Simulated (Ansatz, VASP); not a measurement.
**Ti: VASP beside Ansatz**

File INCAR:

```
SYSTEM = Ti
  ALGO = Normal
  EDIFF = 1E-8
  ENCUT = 520
  GGA = PE
  ISIF = 2
  ISMEAR = -1
  LASPH = .True.
  LCHARG = .False.
  LEFG = .True.
  LREAL = .False.
  LWAVE = .False.
  NBANDS = 12
  NELM = 80
  PREC = Accurate
  SIGMA = 0.05
```

File KPOINTS:

```
k-points
0
Gamma
  14 14 14
  0 0 0
```

POSCAR

```
Ti
1.0
   -1.6902300000      1.6410000000      1.6410000000
    1.6410000000     -1.6902300000      1.6410000000
    1.6410000000      1.6410000000     -1.6902300000
Ti
1
Direct
    0.0000000000      0.0000000000      0.0000000000
```

Input for Ansatz:

```yaml
crystal:
  lattice:
    - [-1.69023, 1.641, 1.641]
    - [1.641, -1.69023, 1.641]
    - [1.641, 1.641, -1.69023]
  atoms:
    - { symbol: Ti, position: [0.0, 0.0, 0.0] }
kpoints:
  mp_grid: { grid: [14, 14, 14] }
scf:
  occupations: { method: fermi_dirac, width: 0.05 }
hamiltonian:
  xc: pbe
  pseudopotentials: { kind: paw }
output:
  forces: true
  stress: true
  eigenvalues: true
  efg: { contact_densities: true }
  write_density: true
  write_potential: true
  elf: true
  volumetric_format: npy
```

Change from the starting cell: equal xy, yz and zx shear strains of -3 %, PAW files.

Alike in both runs: task electric field gradients; functional PBE; k mesh 14 × 14 × 14; occupations fermi-dirac, width 0.05 eV; no spin polarisation.

|  | VASP | Ansatz |
| --- | --- | --- |
| version | VASP 6.6.1 | Ansatz 0.2.0 |
| potentials or method | VASP PAW PBE potentials, release 64 (Ti_sv) | PAW with Ansatz's default frozen-core files, scalar-relativistic |
| plane-wave cutoff (eV) | 520 | 420 |
| valence electrons in the cell | 12 | 12 |

```tsv
	VASP	Ansatz	Ansatz less VASP
pressure (GPa)	-2.6	-2.4	+0.22
traceless stress, the component that is largest in VASP (GPa)	0.95	0.95	0.000
size of Vzz on the site where it differs most (V/Å²)	15.1	15.4	+0.30
```

The functional is the same, so the differences come from potentials, cutoffs and numerics.
